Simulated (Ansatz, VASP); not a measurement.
## SiNi: VASP beside Ansatz

Contents of INCAR:

```
SYSTEM = SiNi
PREC     = Accurate       ! precision mode
ENCUT    = 520            ! plane-wave cutoff, eV
EDIFF    = 1E-6           ! SCF threshold, eV
ISMEAR   = 0              ! smearing method
SIGMA    = 0.1            ! smearing width, eV
LREAL    = .FALSE.        ! projectors in reciprocal space
LASPH    = .TRUE.         ! aspherical terms in the spheres
NELM     = 150            ! most SCF steps
ALGO     = Normal         ! electronic algorithm
ISIF     = 2              ! what is computed and relaxed
LWAVE    = .FALSE.        ! write WAVECAR
LCHARG   = .FALSE.        ! write CHGCAR
ISPIN    = 2              ! spin polarisation
MAGMOM   = 0 2            ! initial moments
LORBIT   = 11             ! projections on sites
LMAXMIX  = 4              ! l up to which the mixer works
GGA      = PE             ! functional
NBANDS   = 18             ! bands
```

File KPOINTS:

```
Automatic mesh
0
G
  8 8 4
  0 0 0
```

The input POSCAR:

```
SiNi
1.0
    2.4668442600      0.0000000000      0.0000000000
    0.0000000000      2.4668442600      0.0000000000
    0.0000000000      0.0000000000      3.9964446000
Si Ni
1 1
Direct
    0.0000000000      0.0000000000      0.0000000000
    0.5000000000      0.5000000000      0.5000000000
```

Input for Ansatz:

```yaml
crystal:
  lattice:
    - [2.46684426, 0.0, 0.0]
    - [0.0, 2.46684426, 0.0]
    - [0.0, 0.0, 3.9964446]
  atoms:
    - { symbol: Si, position: [0.0, 0.0, 0.0] }
    - { symbol: Ni, position: [0.5, 0.5, 0.5], spin: 2.0 }
basis:
  ecutwfc: 420
kpoints:
  mp_grid: { grid: [8, 8, 4] }
hamiltonian:
  xc: pbe
scf:
  occupations: { method: gaussian, width: 0.1 }
  lower_state_search: "off"
output:
  forces: true
  stress: true
  eigenvalues: true
  populations: true
magnetization:
  spin_polarized: true
```

Alike in both runs: task single point; functional PBE; k mesh 8 × 8 × 4; occupations gaussian, width 0.1 eV; collinear spin.

|  | VASP | Ansatz |
| --- | --- | --- |
| version | VASP 6.6.1 | Ansatz 0.2.0 |
| potentials or method | VASP PAW PBE potentials, release 64 (Si, Ni), cutoff 520 eV | scalar-relativistic, plane waves, PAW |
| valence electrons in the cell | 14 | 22 |

|  | VASP | Ansatz | Ansatz less VASP |
| --- | --- | --- | --- |
| gap on the k mesh at the Fermi level (eV) | none | none | - |
| pressure (GPa) | -5.6 | -5.6 | -0.03 |
| traceless stress, the component that is largest in VASP (GPa) | -21.25 | -21.37 | -0.121 |
| net moment per atom (μB) | 0.09 | 0.10 | +0.014 |
| size of the moment on the site where the two differ most (μB) | 0.16 | 0.19 | +0.030 |

Site moments also hang on the region over which each program counts them. A gap of «none» marks a metal or a gap that the smearing closes. VASP's potentials hold 14 valence electrons a cell and Ansatz's 22, so a difference there can come from the potentials and not from the codes.

The k mesh is coarse, so the values compare programs but aren't converged.
